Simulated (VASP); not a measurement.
# GeMo (rocksalt type) (Fm-3m) in VASP: further runs, part 2 of 2

VASP 6.6.1. The steps go on from the part before.

### Step 3. Single point, PBE

Input file INCAR:

```
  PREC = Accurate
  ENCUT = 520
  EDIFF = 1E-7
  ISMEAR = -1
  SIGMA = 0.08
  LREAL = F
  LASPH = T
  NELM = 100
  ALGO = Normal
  ISIF = 2
  LWAVE = F
  LCHARG = F
  GGA = PE
  NBANDS = 21
```

Input file KPOINTS:

```
Automatic mesh
0
Gamma
  13 13 13
```

Input file POSCAR:

```
GeMo
1.0
    0.0000000000      2.4890139897      2.4890139897
    2.4890139897      0.0000000000      2.4890139897
    2.4890139897      2.4890139897      0.0000000000
Mo Ge
1 1
Direct
    0.0000000000      0.0000000000      0.0000000000
    0.5000000000      0.5000000000      0.5000000000
```

Potentials or basis: VASP PAW PBE potentials, release 64 (Mo_sv, Ge_d).

Started as:

```sh
$ cat potpaw_PBE.64/Mo_sv/POTCAR potpaw_PBE.64/Ge_d/POTCAR > POTCAR
$ mpirun -np 1 vasp_std > vasp.out
```

OUTCAR:

```text
PREC = Accurate
   ENCUT = 520
   EDIFF = 1E-7
   ISMEAR = -1
   LREAL = F
   LASPH = T
   NELM = 100
   ISIF = 2
   GGA = PE

 ion  position               nearest neighbor table
   1  0.000  0.000  0.000-   2 2.49   2 2.49   2 2.49   2 2.49   2 2.49   2 2.49
   2  0.500  0.500  0.500-   1 2.49   1 2.49   1 2.49   1 2.49   1 2.49   1 2.49

  LATTYP: Found a face centered cubic cell.
 ALAT       =     4.9780279794

  Lattice vectors:

 A1 = (   0.0000000000,   2.4890139897,   2.4890139897)
 A2 = (   2.4890139897,   0.0000000000,   2.4890139897)
 A3 = (   2.4890139897,   2.4890139897,   0.0000000000)

Analysis of symmetry for initial positions (statically):
=====================================================================
 Subroutine PRICEL returns:
 Original cell was already a primitive cell.

 Routine SETGRP: Setting up the symmetry group for a
 face centered cubic supercell.

 Subroutine GETGRP returns: Found 48 space group operations
 (whereof 48 operations were pure point group operations)
 out of a pool of 48 trial point group operations.

The static configuration has the point symmetry O_h .

Analysis of symmetry for dynamics (positions and initial velocities):
=====================================================================
 Subroutine PRICEL returns:
 Original cell was already a primitive cell.

 Routine SETGRP: Setting up the symmetry group for a
 face centered cubic supercell.

 Subroutine GETGRP returns: Found 48 space group operations
 (whereof 48 operations were pure point group operations)
 out of a pool of 48 trial point group operations.

The dynamic configuration has the point symmetry O_h .

 Subroutine INISYM returns: Found 48 space group operations
 (whereof 48 operations are pure point group operations),
 and found     1 'primitive' translations

[... 101 lines left out ...]
   ISYM   =      2    0-nonsym 1-usesym 2-fastsym
   POTIM  = 0.5000    time-step for ionic-motion
   TEBEG  =    0.0;   TEEND  =   0.0 temperature during run
   PSTRESS=    0.0 pullay stress
   NELECT =      28.0000    total number of electrons
   NUPDOWN=      -1.0000    fix difference up-down
   EMIN   =  10.00;   EMAX   =-10.00  energy-range for DOS
   EFERMI =   0.00;   METHOD = LEGACY
   ISMEAR =    -1;   SIGMA  =   0.08  broadening in eV -4-tet -1-fermi 0-gaus
   EFERMI_NEDOS =   21; number of points for ismear=-14 and -15
   IALGO  =     38    algorithm
   IMIX   =      4    mixing-type and parameters
     AMIX     =   0.40;   BMIX     =  1.00
     AMIX_MAG =   1.60;   BMIX_MAG =  1.00
  volume/ion in A,a.u.               =      15.42       104.06
  Fermi-wavevector in a.u.,A,eV,Ry     =   1.585222  2.995636 34.190485  2.512930
  Thomas-Fermi vector in A             =   2.684720
   LORBIT       =      0    0 simple, 1 ext, 2 COOP (PROOUT), +10 PAW based schemes
   GGA     = PE    functional components
[... 5 lines left out ...]
 non-spin polarized calculation
  energy-cutoff  :      520.00
  volume of cell :       30.84
 maximum number of plane-waves:       869
 NGX is ok and might be reduce to    28
   NGX = 13   NGY = 13   NGZ = 13

 number of electron      28.0000014 magnetization

 Free energy of the ion-electron system (eV)
  ---------------------------------------------------
  ext. energy  EPLUGINS =         0.00000000
  ---------------------------------------------------
  free energy    TOTEN  =       -14.38953389 eV

  energy without entropy =      -14.33935106  energy(sigma->0) =      -14.36444247

 E-fermi :  10.8779     XC(G=0): -12.8061

 val. band max:       10.8689609005   @ k =   0.3846   0.1538   0.0769
 cond. band min:      10.8811965771   @ k =  -0.3846   0.3077   0.0769
 fundamental gap:      0.0122356766
 Fermi energy:        10.8779409331

 k-point     1 :       0.0000    0.0000    0.0000
  band No.  band energies     occupation
      1     -50.2583      2.00000
      2     -24.3581      2.00000
      3     -24.3581      2.00000
      4     -24.3581      2.00000
      5     -13.7505      2.00000
      6     -13.7505      2.00000
[... 565 lines left out ...]
     20      21.3446      0.00000
     21      22.3436      0.00000

 [... further k-points ...]

------------------------ aborting loop because EDIFF is reached ----------------------------------------

  FORCE on cell =-STRESS in cart. coord.  units (eV):
  Direction    XX          YY          ZZ          XY          YZ          ZX
  --------------------------------------------------------------------------------------
  -------------------------------------------------------------------------------------
  Total        3.7253449      3.7253449      3.7253449      0.0000000     -0.0000000     -0.0000000
  in kB      193.5374718    193.5374718    193.5374718      0.0000000     -0.0000000     -0.0000000
  external PRESSURE =     193.5374718 kB  Pullay stress =       0.0000000 kB

 VOLUME and BASIS-vectors are now :
 -----------------------------------------------------------------------------
  energy-cutoff  :      520.00
  volume of cell :       30.84
      direct lattice vectors                 reciprocal lattice vectors
     0.000000000  2.489013990  2.489013990    -0.200882760  0.200882760  0.200882760
     2.489013990  0.000000000  2.489013990     0.200882760 -0.200882760  0.200882760
     2.489013990  2.489013990  0.000000000     0.200882760  0.200882760 -0.200882760

 POSITION                                       TOTAL-FORCE (eV/Angst)
 -----------------------------------------------------------------------------------
      0.00000      0.00000      0.00000         0.000000      0.000000      0.000000
      2.48901      2.48901      2.48901        -0.000000     -0.000000     -0.000000
 -----------------------------------------------------------------------------------
    total drift:                                0.000000      0.000000      0.000000

  FREE ENERGIE OF THE ION-ELECTRON SYSTEM (eV)
  ---------------------------------------------------
  free  energy   TOTEN  =       -14.3895338853 eV

  energy  without entropy=      -14.3393510580  energy(sigma->0) =      -14.36444247
```

OSZICAR:

```text
N       E                     dE             d eps       ncg     rms          rms(c)
DAV:   1     0.232716057951E+03    0.23272E+03   -0.14408E+04  4302   0.318E+03
DAV:   2     0.514824528864E+01   -0.22757E+03   -0.21936E+03  3678   0.655E+02
DAV:   3    -0.147869215198E+02   -0.19935E+02   -0.19542E+02  4003   0.122E+02
DAV:   4    -0.152079861531E+02   -0.42106E+00   -0.42066E+00  3863   0.183E+01
DAV:   5    -0.152133574212E+02   -0.53713E-02   -0.53711E-02  3978   0.242E+00    0.172E+01
DAV:   6    -0.144339552643E+02    0.77940E+00   -0.30677E+00  4191   0.136E+01    0.357E+00
DAV:   7    -0.143996865389E+02    0.34269E-01   -0.16319E-01  4606   0.534E+00    0.297E+00
DAV:   8    -0.143901106771E+02    0.95759E-02   -0.23057E-02  4453   0.173E+00    0.210E-01
DAV:   9    -0.143895903263E+02    0.52035E-03   -0.12700E-03  4438   0.474E-01    0.881E-02
DAV:  10    -0.143895316530E+02    0.58673E-04   -0.39978E-04  4531   0.338E-01    0.314E-02
DAV:  11    -0.143895354248E+02   -0.37718E-05   -0.28319E-05  4181   0.627E-02    0.217E-02
DAV:  12    -0.143895338677E+02    0.15572E-05   -0.25349E-06  4068   0.137E-02    0.412E-03
DAV:  13    -0.143895338853E+02   -0.17602E-07   -0.19191E-07  3046   0.376E-03
   1 F= -.14389534E+02 E0= -.14364442E+02  d E =-.501828E-01
```

stdout:

```text
POSCAR found type information on POSCAR MoGe
 POSCAR found :  2 types and       2 ions
 scaLAPACK will be used
 LDA part: xc-table for (Slater+PW92), standard interpolation
 POSCAR, INCAR and KPOINTS ok, starting setup
 FFT: planning ... GRIDC
 FFT: planning ... GRID_SOFT
 FFT: planning ... GRID
 WAVECAR not read
 entering main loop
```

Wall time 31 s (1 thread of AMD EPYC 9R45 (Zen 5), shared host); peak memory 0.16 GiB.

What came out:

```yaml
Free_energy: -14.3895 eV
Pressure: 19.4 GPa
Band_gap_on_the_k_mesh: zero (bands 14 and 15 overlap by 1.93 eV)
```

Caveat: the cell stands under pressure.
